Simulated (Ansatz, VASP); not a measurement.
Two plane-wave programs on LiGeH3

```
Li Ge H
1.0
     3.49135    0.00000    0.00000
     0.00000    3.49135    0.00000
     0.00000    0.00000    3.49135
Li Ge H
1 1 3
Cartesian
  1.7457 1.7457 1.7457
  0.0000 0.0000 0.0000
  0.0000 1.7457 1.7457
  1.7457 1.7457 0.0000
  1.7457 0.0000 1.7457
```

Change from the starting cell: species swapped into the Fe3RhN type (Pm-3m, No. 221).

Alike in both runs: task relaxation of cell and atoms; functional PBE; k mesh 10 × 10 × 10; occupations gaussian, width 0.1 eV; no spin polarisation.

|  | VASP | Ansatz |
| --- | --- | --- |
| version | VASP 6.6.1 | Ansatz 0.2.0 |
| potentials or method | VASP PAW PBE potentials, release 64 (Li_sv, Ge_d, H), cutoff 600 eV | scalar-relativistic, plane waves, PAW |
| valence electrons in the cell | 20 | 20 |

Ansatz gave:

| Quantity | Value |
| --- | --- |
| gap on the k mesh at the Fermi level, each at its own relaxed structure (eV) | none |
| relaxed volume (Å³/atom) | 8.50 |
| relaxed length of the cell vector where the two differ most in proportion (Å) | 3.490 |

Problem. Which values does VASP return?

Solution. gap on the k mesh at the Fermi level, each at its own relaxed structure (eV): none; relaxed volume (Å³/atom): 8.51; relaxed length of the cell vector where the two differ most in proportion (Å): 3.491.

A gap of «none» marks a metal or a gap that the smearing closes.

Noted on VASP's run: the cutoff is under 1.25 times that of the potentials, so the pressure is a little rough; the relaxation stopped at its first step, so nothing moved.
